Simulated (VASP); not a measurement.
A run of VASP 6.6.1:

File INCAR:

```
PREC     = Accurate       # precision mode
ENCUT    = 520            # plane-wave cutoff, eV
EDIFF    = 1E-6           # SCF threshold, eV
ISMEAR   = -1             # smearing method
SIGMA    = 0.1            # smearing width, eV
LREAL    = F              # projectors in reciprocal space
LASPH    = T              # aspherical terms in the spheres
NELM     = 80             # most SCF steps
ALGO     = Normal         # electronic algorithm
ISIF     = 2              # what is computed and relaxed
LWAVE    = F              # write WAVECAR
LCHARG   = F              # write CHGCAR
GGA      = CA             # functional
NBANDS   = 30             # bands
```

Contents of KPOINTS:

```
Automatic mesh
0
Gamma
  5 5 5
```

File POSCAR:

```
NaHg3
1.0
    0.0000000000      3.6610784400      3.6610784400
    3.6610784400      0.0000000000      3.6610784400
    3.6610784400      3.6610784400      0.0000000000
Na Hg
1 3
Direct
    0.0000000000      0.0000000000      0.0000000000
    0.2500000000      0.2500000000      0.2500000000
    0.7500000000      0.7500000000      0.7500000000
    0.5000000000      0.5000000000      0.5000000000
```

Potentials or basis: VASP PAW LDA potentials, release 64 (Na_pv, Hg).

The run is started by

```console
$ cat potpaw_LDA.64/Na_pv/POTCAR potpaw_LDA.64/Hg/POTCAR > POTCAR
$ mpirun -np 1 vasp_std > vasp.out
```

Hardware: 1 thread of AMD EPYC 7R43 64-Core Processor (Zen 3), on a shared host.

Problem. Estimate the wall time of this run.

Solution. It took 38 s on 1 thread of AMD EPYC 7R43 64-Core Processor (Zen 3) (shared host), peak memory 0.16 GiB. Counts: scf iterations 11, k points 10.
